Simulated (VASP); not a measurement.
Here is a VASP 6.6.1 calculation.

INCAR

```
SYSTEM = GdN
PREC     = Accurate       ! precision mode
ENCUT    = 520            ! plane-wave cutoff, eV
EDIFF    = 1E-6           ! SCF threshold, eV
ISMEAR   = 0              ! smearing method
SIGMA    = 0.05           ! smearing width, eV
LREAL    = .FALSE.        ! projectors in reciprocal space
LASPH    = .TRUE.         ! aspherical terms in the spheres
NELM     = 150            ! most SCF steps
ALGO     = Normal         ! electronic algorithm
ISIF     = 2              ! what is computed and relaxed
LWAVE    = .FALSE.        ! write WAVECAR
LCHARG   = .FALSE.        ! write CHGCAR
ISPIN    = 2              ! spin polarisation
MAGMOM   = 7.44 0         ! initial moments
LORBIT   = 11             ! projections on sites
LMAXMIX  = 6              ! l up to which the mixer works
GGA      = PS             ! functional
NBANDS   = 22             ! bands
```

Contents of KPOINTS:

```
regular mesh
0
G
  10 10 10
  0 0 0
```

File POSCAR:

```
GdN
1.0
    0.0000000000      2.6009353224      2.6009353224
    2.6009353224      0.0000000000      2.6009353224
    2.6009353224      2.6009353224      0.0000000000
Gd N
1 1
Direct
    0.0000000000      0.0000000000      0.0000000000
    0.2500000000      0.2500000000      0.2500000000
```

Potentials or basis: VASP PAW PBE potentials, release 64 (Gd, N).

Launch:

```bash
$ cat potpaw_PBE.64/Gd/POTCAR potpaw_PBE.64/N/POTCAR > POTCAR
$ mpirun -np 1 vasp_std > vasp.out
```

Q: Predict the net moment.

A: 7.00 μB per cell.

Q: Estimate the pressure.

A: 5.2 GPa.

Q: What does it give for the band gap on the k mesh?

A: 1.12 eV (least direct gap 1.83 eV).

Q: What does it give for the site moments?

A: Gd +6.79; N -0.06 μB.

Caveat: the cell stands under pressure; the PAW data sets were made with another functional, which shifts forces and pressure a little; spin-orbit coupling is left out, which moves the levels of the heavy elements; a cell with one magnetic atom can't hold antiferromagnetic order, which such compounds often take; semilocal functionals describe open f shells poorly, which spoils levels, moments and volumes. The state reached can hang on the start; a lower one may exist.
